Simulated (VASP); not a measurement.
Here is a VASP 6.6.1 calculation.

The input INCAR:

```
SYSTEM = KNa3Cl4
PREC = Accurate
ENCUT = 520
EDIFF = 1E-7
ISMEAR = -1
SIGMA = 0.05
LREAL = Auto
LASPH = .TRUE.
NELM = 100
ALGO = Normal
ISIF = 2
LWAVE = .FALSE.
LCHARG = .TRUE.
GGA = PS
LELF = .TRUE.
LVHAR = .TRUE.
NBANDS = 72
```

KPOINTS

```
Automatic mesh
0
Gamma
  2 2 2
  0.5 0.5 0.5
```

Contents of POSCAR:

```
KNa3Cl4
1.0
    0.0000000000      5.7222900000      5.7222900000
    5.7222900000      0.0000000000      5.7222900000
    5.7222900000      5.7222900000      0.0000000000
Cl Na K
8 6 2
Direct
    0.7526810000      0.2490870000      0.2481840000
    0.2494400000      0.7568950000      0.7460650000
    0.2500300000      0.7509940000      0.2514450000
    0.7455060000      0.2513020000      0.7503040000
    0.2514150000      0.2499380000      0.7481050000
    0.7491040000      0.7494810000      0.2464790000
    0.2534650000      0.2473690000      0.2464610000
    0.7538370000      0.7509850000      0.7481880000
    0.0023080000      0.0011340000      0.9971530000
    0.4928390000      0.5024450000      0.5032690000
    0.5078100000      0.4998460000      0.9961580000
    0.0041290000      0.4961990000      0.0010740000
    0.4963550000      0.0009110000      0.0006350000
    0.9972650000      0.4962120000      0.5042080000
    0.0012850000      0.0024180000      0.4990810000
    0.4987810000      0.9986960000      0.4958800000
```

Potentials or basis: VASP PAW PBE potentials, release 64 (Cl, Na_pv, K_sv).

Launch:

```bash
$ cat potpaw_PBE.64/Cl/POTCAR potpaw_PBE.64/Na_pv/POTCAR potpaw_PBE.64/K_sv/POTCAR > POTCAR
$ mpirun -np 1 vasp_std > vasp.out
```

Predict the pressure.

1.3 GPa.

Estimate the largest force.

0.885 eV/Å.

What does it give for the band gap on the k mesh?

5.49 eV.

Forces in eV/Å, atoms in the order of the input:
```
Cl   0.009 -0.507  0.439
Cl  -0.007  0.608 -0.643
Cl  -0.550 -0.031 -0.038
Cl   0.483  0.017  0.037
Cl   0.461 -0.016 -0.020
Cl  -0.495  0.058  0.010
Cl   0.068 -0.559  0.554
Cl  -0.015  0.403 -0.537
Na   0.021  0.011 -0.049
Na  -0.058  0.011  0.046
Na   0.051 -0.021 -0.031
Na   0.031 -0.050  0.013
Na  -0.055  0.027  0.014
Na  -0.004 -0.042  0.062
K    0.019 -0.081 -0.052
K    0.041  0.173  0.197
```

Caveat: the PAW data sets were made with another functional, which shifts forces and pressure a little; a shifted mesh leaves out Γ, where band edges can lie. A k mesh can miss the band edges.
